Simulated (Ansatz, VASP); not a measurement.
**Two plane-wave programs on TiO2**

The input POSCAR:

```
TiO2
1.0
    2.6711600402     -2.6712510909     -0.0201684190
    2.6711600402      2.6712510909     -0.0201684190
   -2.6353413730      0.0000000000      4.8120473783
Ti O
2 4
Direct
    0.1249747467      0.8750252533      0.2500000000
    0.8750252533      0.1249747467      0.7500000000
    0.2859597459      0.0359261632      0.5706410670
    0.6677180581      0.9177516408      0.3354553499
    0.9177516408      0.6677180581      0.8354553499
    0.0822483592      0.3322819419      0.1645446501
```

File INCAR.step1:

```
  PREC = Accurate
  ENCUT = 520
  ISMEAR = 0
  SIGMA = 0.05
  LREAL = F
  LASPH = T
  NELM = 100
  NBANDS = 33
  GGA = PE
  ALGO = Normal
  EDIFF = 1E-4
  LWAVE = T
  LCHARG = F
```

File INCAR.step2:

```
  PREC = Accurate
  ENCUT = 520
  EDIFF = 1E-6
  ISMEAR = 0
  SIGMA = 0.05
  LREAL = F
  LASPH = T
  NELM = 100
  ALGO = Normal
  ISIF = 2
  LWAVE = F
  LCHARG = T
  METAGGA = R2SCAN
  LMIXTAU = T
  LELF = T
  LVHAR = T
  NBANDS = 33
  ISTART = 1
```

KPOINTS

```
regular mesh
0
Gamma
  6 6 6
```

Input for Ansatz:

```yaml
crystal:
  lattice:
    - [2.6711600402, -2.6712510909, -0.020168419]
    - [2.6711600402, 2.6712510909, -0.020168419]
    - [-2.635341373, 0.0, 4.8120473783]
  atoms:
    - { symbol: Ti, position: [0.1249747467, 0.8750252533, 0.25] }
    - { symbol: Ti, position: [0.8750252533, 0.1249747467, 0.75] }
    - { symbol: O, position: [0.2859597459, 0.0359261632, 0.570641067] }
    - { symbol: O, position: [0.6677180581, 0.9177516408, 0.3354553499] }
    - { symbol: O, position: [0.9177516408, 0.6677180581, 0.8354553499] }
    - { symbol: O, position: [0.0822483592, 0.3322819419, 0.1645446501] }
basis:
  ecutwfc: 500
kpoints:
  mp_grid: { grid: [6, 6, 6] }
hamiltonian:
  xc: r2scan
scf:
  occupations: { method: gaussian, width: 0.05 }
output:
  forces: true
  stress: true
  eigenvalues: true
```

Alike in both runs: task single point; functional r2SCAN; k mesh 6 × 6 × 6; occupations gaussian, width 0.05 eV; no spin polarisation.

|  | VASP | Ansatz |
| --- | --- | --- |
| version | VASP 6.6.1 | Ansatz 0.2.0 |
| potentials or method | VASP PAW PBE potentials, release 64 (Ti_sv, O), cutoff 520 eV | scalar-relativistic, plane waves, PAW |
| valence electrons in the cell | 48 | 48 |

```csv
,VASP,Ansatz,Ansatz less VASP
gap on the k mesh at the Fermi level (eV),1.86,1.83,-0.030
least direct gap on the mesh (eV),1.95,1.91,-0.033
pressure (GPa),23.2,21.4,-1.85
"traceless stress, the component that is largest in VASP (GPa)",32.58,30.59,-1.989
rms of the force components (eV/Å),4.974,4.681,-0.2936
```

VASP's potentials were made for PBE, not for r2SCAN. Atom by atom the forces differ by 0.312 eV/Å (rms over components).
